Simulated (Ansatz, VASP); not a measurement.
# One calculation of Ba2PdPtC6N6, two programs

File INCAR:

```
SYSTEM = Ba2PdPtC6N6
ALGO = Normal ; EDIFF = 1E-6
ENCUT = 600 ; GGA = PE
GGA_COMPAT = .False. ; ISIF = 2
ISMEAR = 0 ; LASPH = .True.
LCHARG = .False. ; LREAL = Auto
LWAVE = .False. ; NBANDS = 69
NELM = 120 ; PREC = Accurate
SIGMA = 0.1
```

Contents of KPOINTS:

```
k-points
0
Gamma
  4 4 4
  0 0 0
```

POSCAR

```
Ba2PdPtC6N6
1.0
    0.0000000000      5.1155000000      5.1155000000
    5.1155000000      0.0000000000      5.1155000000
    5.1155000000      5.1155000000      0.0000000000
Ba Pd Pt C N
2 1 1 6 6
Direct
    0.2500000000      0.2500000000      0.2500000000
    0.7500000000      0.7500000000      0.7500000000
    0.0000000000      0.0000000000      0.0000000000
    0.5000000000      0.5000000000      0.5000000000
    0.8105757000      0.1894243000      0.1894243000
    0.1894243000      0.8105757000      0.1894243000
    0.1894243000      0.1894243000      0.8105757000
    0.1894243000      0.8105757000      0.8105757000
    0.8105757000      0.1894243000      0.8105757000
    0.8105757000      0.8105757000      0.1894243000
    0.6962173800      0.3037826200      0.3037826200
    0.3037826200      0.6962173800      0.3037826200
    0.3037826200      0.3037826200      0.6962173800
    0.3037826200      0.6962173800      0.6962173800
    0.6962173800      0.3037826200      0.6962173800
    0.6962173800      0.6962173800      0.3037826200
```

Input for Ansatz:

```yaml
crystal:
  lattice:
    - [0.0, 5.1155, 5.1155]
    - [5.1155, 0.0, 5.1155]
    - [5.1155, 5.1155, 0.0]
  atoms:
    - { symbol: Ba, position: [0.25, 0.25, 0.25] }
    - { symbol: Ba, position: [0.75, 0.75, 0.75] }
    - { symbol: Pd, position: [0.0, 0.0, 0.0] }
    - { symbol: Pt, position: [0.5, 0.5, 0.5] }
    - { symbol: C, position: [0.8105757, 0.1894243, 0.1894243] }
    - { symbol: C, position: [0.1894243, 0.8105757, 0.1894243] }
    - { symbol: C, position: [0.1894243, 0.1894243, 0.8105757] }
    - { symbol: C, position: [0.1894243, 0.8105757, 0.8105757] }
    - { symbol: C, position: [0.8105757, 0.1894243, 0.8105757] }
    - { symbol: C, position: [0.8105757, 0.8105757, 0.1894243] }
    - { symbol: "N", position: [0.69621738, 0.30378262, 0.30378262] }
    - { symbol: "N", position: [0.30378262, 0.69621738, 0.30378262] }
    - { symbol: "N", position: [0.30378262, 0.30378262, 0.69621738] }
    - { symbol: "N", position: [0.30378262, 0.69621738, 0.69621738] }
    - { symbol: "N", position: [0.69621738, 0.30378262, 0.69621738] }
    - { symbol: "N", position: [0.69621738, 0.69621738, 0.30378262] }
basis:
  ecutwfc: 420
kpoints:
  mp_grid: { grid: [4, 4, 4] }
hamiltonian:
  xc: pbe
scf:
  occupations: { method: gaussian, width: 0.1 }
  lower_state_search: "off"
output:
  forces: true
  stress: true
  eigenvalues: true
```

Alike in both runs: task single point; functional PBE; k mesh 4 × 4 × 4; occupations gaussian, width 0.1 eV; no spin polarisation.

|  | VASP | Ansatz |
| --- | --- | --- |
| version | VASP 6.6.1 | Ansatz 0.2.0 |
| potentials or method | VASP PAW PBE potentials, release 64 (Ba_sv, Pd_sv_GW, Pt_sv_GW, C, N), cutoff 600 eV | scalar-relativistic, plane waves, PAW |
| valence electrons in the cell | 110 | 110 |

|  | VASP | Ansatz | Ansatz less VASP |
| --- | --- | --- | --- |
| gap on the k mesh at the Fermi level (eV) | none | none | - |
| pressure (GPa) | 20.0 | 19.8 | -0.22 |
| rms of the force components (eV/Å) | 0.595 | 0.743 | +0.1482 |

Atom by atom the forces differ by 0.170 eV/Å (rms over components). A gap of «none» marks a metal or a gap that the smearing closes. With one functional, cell and mesh, what is left measures potentials, basis and numerics.

Spin-orbit coupling is off throughout. Noted on VASP's run: the standard files for N, O and F lose accuracy on very short bonds.
